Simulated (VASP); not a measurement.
Write the native input for VASP 6.6.1 that does the following.

```yaml
Task: single point
Functional: PBE
Dispersion: D3(BJ)
Potentials_or_basis: VASP PAW PBE potentials, release 64 (Si, C)
Cutoff: 520 eV
k_mesh: 6 × 6 × 4
Occupations: gaussian, width 0.1 eV
Spin: collinear spin, ferromagnetic start
Starting_moments: "[0.0, 1.0, 1.0] μB"
Dipole_correction: no
Further_INCAR_settings: ALGO = Normal; EDIFF = 1e-06; NBANDS = 17
```

The structure of SiC2 lies in POSCAR:

```
SiC2
1.0
    2.4677706735      0.0000000000      0.0000000000
   -1.2338853368      2.1371520940      0.0000000000
    0.0000000000      0.0000000000      7.0647017542
Si C
1 2
Direct
    0.0000000000      0.0000000000      0.0000000000
    0.3333333333      0.6666666667      0.5000000000
    0.6666666667      0.3333333333      0.5000000000
```

One way to write it, as run:

INCAR

```
ALGO     = Normal         # electronic algorithm
EDIFF    = 1E-6           # SCF threshold, eV
ENCUT    = 520            # plane-wave cutoff, eV
GGA      = PE             # functional
ISIF     = 2              # what is computed and relaxed
ISMEAR   = 0              # smearing method
ISPIN    = 2              # spin polarisation
IVDW     = 12             # dispersion correction
LASPH    = True           # aspherical terms in the spheres
LCHARG   = False          # write CHGCAR
LORBIT   = 11             # projections on sites
LREAL    = False          # projectors in reciprocal space
LWAVE    = False          # write WAVECAR
MAGMOM   = 0 1 1          # initial moments
NBANDS   = 17             # bands
NELM     = 150            # most SCF steps
PREC     = Accurate       # precision mode
SIGMA    = 0.1            # smearing width, eV
```

KPOINTS

```
k-points
0
Gamma
  6 6 4
```

Potentials or basis: VASP PAW PBE potentials, release 64 (Si, C).

Run with:

```console
$ cat potpaw_PBE.64/Si/POTCAR potpaw_PBE.64/C/POTCAR > POTCAR
$ mpirun -np 1 vasp_std > vasp.out
```

Results of the run:

| Item | Value |
| --- | --- |
| Pressure | 0.2 GPa |
| Band gap on the k mesh | zero (filled and empty bands overlap) |
| Net moment | 0.01 μB per cell |
| Valence electrons inside the program's atomic spheres | Si 1.61; C 2.64 |
| Dispersion energy per atom | -0.206 eV |

Caveat: the k points lie up to 0.49 Å⁻¹ apart; pairwise dispersion overbinds metals, which lowers pressure and volume.

Run time: 28 s on 1 thread of Intel(R) Xeon(R) Platinum 8488C (Sapphire Rapids), with other jobs on the host, peak memory 0.17 GiB.
